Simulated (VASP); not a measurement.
# ScBSbP3 (Pmmm) in VASP: single point with PBE

Aim: the single point of ScBSbP3 with PBE.

All numbers are computed with VASP 6.6.1; they aren't measurements. Logs are shortened: lines on timing, memory, paths and dates and some standing lists are left out, and cuts for length are marked.

### 1 The cell of the first run

Symmetry: Pmmm, No. 47, orthorhombic system. Conventional cell: a = 4.125 Å, b = 4.854 Å, c = 8.072 Å, α = 90.00°, β = 90.00°, γ = 90.00°. Sc (site symmetry mmm) has 2 P at 2.43 Å within 3.2 Å. B (site symmetry mmm) has 2 Sb at 2.06 Å within 2.7 Å. Sb (site symmetry mmm) has 2 B at 2.06 Å within 2.7 Å. P (site symmetry mm2) has 3 P at 2.36 to 2.38 Å and 1 Sb at 2.86 Å within 3.1 Å. Within 3.1 Å of P (site symmetry mmm) lie 4 P at 2.38 Å and 2 Sc at 2.43 Å.

The cell was generated, and may not be a known phase.

### 2 Single point, PBE

File INCAR:

```
PREC = Accurate
ENCUT = 560
EDIFF = 1E-6
ISMEAR = 0
SIGMA = 0.1
LREAL = F
LASPH = T
NELM = 120
ALGO = Normal
ISIF = 2
LWAVE = F
LCHARG = F
GGA = PE
NBANDS = 31
GGA_COMPAT = F
```

File KPOINTS:

```
regular mesh
0
Gamma
  4 4 2
```

File POSCAR:

```
ScBSbP3
1.0
    4.1249884371      0.0000000000      0.0000000000
    0.0000000000      8.0721395901      0.0000000000
    0.0000000000      0.0000000000      4.8539647750
Sc B Sb P
1 1 1 3
Direct
    0.0000000000      0.5000000000      0.5000000000
    0.0000000000      0.0000000000      0.0000000000
    0.5000000000      0.0000000000      0.0000000000
    0.5000000000      0.6463095076      0.0000000000
    0.5000000000      0.3536904924      0.0000000000
    0.0000000000      0.5000000000      0.0000000000
```

Potentials or basis: VASP PAW PBE potentials, release 64 (Sc_sv, B, Sb_d_GW, P).

Started as:

```bash
$ cat potpaw_PBE.64/Sc_sv/POTCAR potpaw_PBE.64/B/POTCAR potpaw_PBE.64/Sb_d_GW/POTCAR potpaw_PBE.64/P/POTCAR > POTCAR
$ mpirun -np 1 vasp_std > vasp.out
```

OUTCAR:

```text
PREC = Accurate
   ENCUT = 560
   EDIFF = 1E-6
   ISMEAR = 0
   LREAL = F
   LASPH = T
   NELM = 120
   ISIF = 2
   GGA = PE

 ion  position               nearest neighbor table
   1  0.000  0.500  0.500-   6 2.43   6 2.43
   2  0.000  0.000  0.000-   3 2.06   3 2.06
   3  0.500  0.000  0.000-   2 2.06   2 2.06   5 2.86   4 2.86
   4  0.500  0.646  0.000-   5 2.36   6 2.38   6 2.38   3 2.86
   5  0.500  0.354  0.000-   4 2.36   6 2.38   6 2.38   3 2.86
   6  0.000  0.500  0.000-   4 2.38   5 2.38   4 2.38   5 2.38   1 2.43   1 2.43

  LATTYP: Found a simple orthorhombic cell.
 ALAT       =     4.1249884371
 B/A-ratio  =     1.1767220318
 C/A-ratio  =     1.9568878103

  Lattice vectors:

 A1 = (  -4.1249884371,   0.0000000000,   0.0000000000)
 A2 = (   0.0000000000,   0.0000000000,   4.8539647750)
 A3 = (   0.0000000000,   8.0721395901,   0.0000000000)

Analysis of symmetry for initial positions (statically):
=====================================================================
 Subroutine PRICEL returns:
 Original cell was already a primitive cell.

 Routine SETGRP: Setting up the symmetry group for a
 simple orthorhombic supercell.

 Subroutine GETGRP returns: Found  8 space group operations
 (whereof  8 operations were pure point group operations)
 out of a pool of  8 trial point group operations.

The static configuration has the point symmetry D_2h.

Analysis of symmetry for dynamics (positions and initial velocities):
=====================================================================
 Subroutine PRICEL returns:
 Original cell was already a primitive cell.

 Routine SETGRP: Setting up the symmetry group for a
 simple orthorhombic supercell.

 Subroutine GETGRP returns: Found  8 space group operations
 (whereof  8 operations were pure point group operations)
 out of a pool of  8 trial point group operations.

The dynamic configuration has the point symmetry D_2h.

 Subroutine INISYM returns: Found  8 space group operations
 (whereof  8 operations are pure point group operations),
 and found     1 'primitive' translations

----------------------------------------------------------------------------------------

                                     Primitive cell

  volume of cell :     161.6248

[... 89 lines left out ...]
   EDIFF  = 0.1E-05   stopping-criterion for ELM
   LREAL  =      F    real-space projection
   EDIFFG = 0.1E-04   stopping-criterion for IOM
   NSW    =      0    number of steps for IOM
   IBRION =     -1    ionic relax: 0-MD 1-quasi-New 2-CG
   NFREE  =      0    steps in history (QN), initial steepest desc. (CG)
   ISIF   =      2    stress and relaxation
   ISYM   =      2    0-nonsym 1-usesym 2-fastsym
   POTIM  = 0.5000    time-step for ionic-motion
   TEBEG  =    0.0;   TEEND  =   0.0 temperature during run
   PSTRESS=    0.0 pullay stress
   NELECT =      44.0000    total number of electrons
   NUPDOWN=      -1.0000    fix difference up-down
   EMIN   =  10.00;   EMAX   =-10.00  energy-range for DOS
   EFERMI =   0.00;   METHOD = LEGACY
   ISMEAR =     0;   SIGMA  =   0.10  broadening in eV -4-tet -1-fermi 0-gaus
   EFERMI_NEDOS =   21; number of points for ismear=-14 and -15
   IALGO  =     38    algorithm
   IMIX   =      4    mixing-type and parameters
     AMIX     =   0.40;   BMIX     =  1.00
     AMIX_MAG =   1.60;   BMIX_MAG =  1.00
  volume/ion in A,a.u.               =      26.94       181.78
  Fermi-wavevector in a.u.,A,eV,Ry     =   1.061019  2.005035 15.316905  1.125761
  Thomas-Fermi vector in A             =   2.196420
   LORBIT       =      0    0 simple, 1 ext, 2 COOP (PROOUT), +10 PAW based schemes
   GGA     = PE    functional components
   LHFCALC =     F    Hartree Fock is set to
   AEXX    =    0.0000 exact exchange contribution
   IVDW    =     0    specifies the selected vdW correction
   LEPSILON=     F    determine dielectric tensor
   LRPA    =     F    only Hartree local field effects (RPA)
 non-spin polarized calculation
 Gauss-broadening in eV      SIGMA  =   0.10
  energy-cutoff  :      560.00
  volume of cell :      161.62
 maximum number of plane-waves:      4896
 NGX is ok and might be reduce to    32
   NGX = 15   NGY = 31   NGZ = 19

 number of electron      44.0000004 magnetization

 Free energy of the ion-electron system (eV)
  ---------------------------------------------------
  ext. energy  EPLUGINS =         0.00000000
  ---------------------------------------------------
  free energy    TOTEN  =       -28.33634109 eV

  energy without entropy =      -28.31570551  energy(sigma->0) =      -28.32602330

 E-fermi :   2.9212     XC(G=0):  -8.3168

 val. band max:        2.9180251132   @ k =   0.5000   0.0000   0.0000
 cond. band min:       2.9361669605   @ k =   0.5000   0.0000   0.0000
 fundamental gap:      0.0181418473
 Fermi energy:         2.9212376747

 k-point     1 :       0.0000    0.0000    0.0000
  band No.  band energies     occupation
      1     -47.5652      2.00000
      2     -26.3513      2.00000
      3     -26.3274      2.00000
      4     -26.2375      2.00000
      5     -26.2041      2.00000
      6     -26.1979      2.00000
[... 601 lines left out ...]
     30       5.5178      0.00000
     31       6.3566      0.00000

------------------------ aborting loop because EDIFF is reached ----------------------------------------

  FORCE on cell =-STRESS in cart. coord.  units (eV):
  Direction    XX          YY          ZZ          XY          YZ          ZX
  --------------------------------------------------------------------------------------
  -------------------------------------------------------------------------------------
  Total       -0.0194571      0.0322283      0.1215937      0.0000000      0.0000000      0.0000000
  in kB       -0.1928768      0.3194768      1.2053513      0.0000000      0.0000000      0.0000000
  external PRESSURE =       0.4439838 kB  Pullay stress =       0.0000000 kB

 VOLUME and BASIS-vectors are now :
 -----------------------------------------------------------------------------
  energy-cutoff  :      560.00
  volume of cell :      161.62
      direct lattice vectors                 reciprocal lattice vectors
     4.124988437  0.000000000  0.000000000     0.242424922  0.000000000  0.000000000
     0.000000000  8.072139590  0.000000000     0.000000000  0.123882892  0.000000000
     0.000000000  0.000000000  4.853964775     0.000000000  0.000000000  0.206017152

 POSITION                                       TOTAL-FORCE (eV/Angst)
 -----------------------------------------------------------------------------------
      0.00000      4.03607      2.42698         0.000000      0.000000      0.000000
      0.00000      0.00000      0.00000         0.000000      0.000000      0.000000
      2.06249      0.00000      0.00000         0.000000      0.000000      0.000000
      2.06249      5.21710      0.00000        -0.000000     -0.045517      0.000000
      2.06249      2.85504      0.00000         0.000000      0.045517     -0.000000
      0.00000      4.03607      0.00000         0.000000      0.000000      0.000000
 -----------------------------------------------------------------------------------
    total drift:                                0.000000      0.000000     -0.000000

  FREE ENERGIE OF THE ION-ELECTRON SYSTEM (eV)
  ---------------------------------------------------
  free  energy   TOTEN  =       -28.3363410869 eV

  energy  without entropy=      -28.3157055074  energy(sigma->0) =      -28.32602330
```

OSZICAR:

```text
N       E                     dE             d eps       ncg     rms          rms(c)
DAV:   1     0.420604126759E+03    0.42060E+03   -0.18425E+04  1650   0.955E+03
DAV:   2     0.359865153677E+02   -0.38462E+03   -0.36846E+03  1667   0.164E+03
DAV:   3    -0.268025532855E+02   -0.62789E+02   -0.60362E+02  2096   0.235E+02
DAV:   4    -0.318863687802E+02   -0.50838E+01   -0.50205E+01  1946   0.463E+01
DAV:   5    -0.320854308889E+02   -0.19906E+00   -0.19748E+00  1644   0.935E+00    0.133E+01
DAV:   6    -0.286045663379E+02    0.34809E+01   -0.11944E+01  1720   0.335E+01    0.612E+00
DAV:   7    -0.285220665226E+02    0.82500E-01   -0.33352E+00  1919   0.136E+01    0.497E+00
DAV:   8    -0.283561549103E+02    0.16591E+00   -0.93289E-01  1856   0.859E+00    0.192E+00
DAV:   9    -0.283419935848E+02    0.14161E-01   -0.15411E-01  1863   0.444E+00    0.722E-01
DAV:  10    -0.283365942016E+02    0.53994E-02   -0.30060E-02  1770   0.157E+00    0.293E-01
DAV:  11    -0.283357767280E+02    0.81747E-03   -0.62307E-03  1871   0.908E-01    0.171E-01
DAV:  12    -0.283362383903E+02   -0.46166E-03   -0.14539E-03  1616   0.409E-01    0.498E-02
DAV:  13    -0.283362976206E+02   -0.59230E-04   -0.20535E-04  1782   0.122E-01    0.311E-02
DAV:  14    -0.283363358292E+02   -0.38209E-04   -0.67707E-05  1503   0.796E-02    0.960E-03
DAV:  15    -0.283363373778E+02   -0.15487E-05   -0.74891E-06  1375   0.297E-02    0.453E-03
DAV:  16    -0.283363410738E+02   -0.36960E-05   -0.69949E-06  1278   0.147E-02    0.260E-03
DAV:  17    -0.283363410869E+02   -0.13107E-07   -0.56198E-07  1035   0.869E-03
   1 F= -.28336341E+02 E0= -.28326023E+02  d E =-.206356E-01
```

Run time: 4.4 min. Hardware: 1 thread of Intel Xeon Platinum 8259CL at 2.50GHz (Skylake/Cascade Lake), shared host; peak memory 0.34 GiB.

What came out:

* Free energy: -28.3363 eV
* Pressure: 0.0 GPa
* Largest force: 0.046 eV/Å
* Band gap on the k mesh: zero (bands 22 and 23 overlap by 1.41 eV)

Forces on the atoms (eV/Å):
```
Sc   0.000  0.000  0.000
B    0.000  0.000  0.000
Sb   0.000  0.000  0.000
P    0.000 -0.046  0.000
P    0.000  0.046  0.000
P    0.000  0.000  0.000
```

Caveat: the k points lie up to 0.65 Å⁻¹ apart, too coarse for converged energies and pressures of a metal; spin-orbit coupling is left out, which moves the levels of the heavy elements.
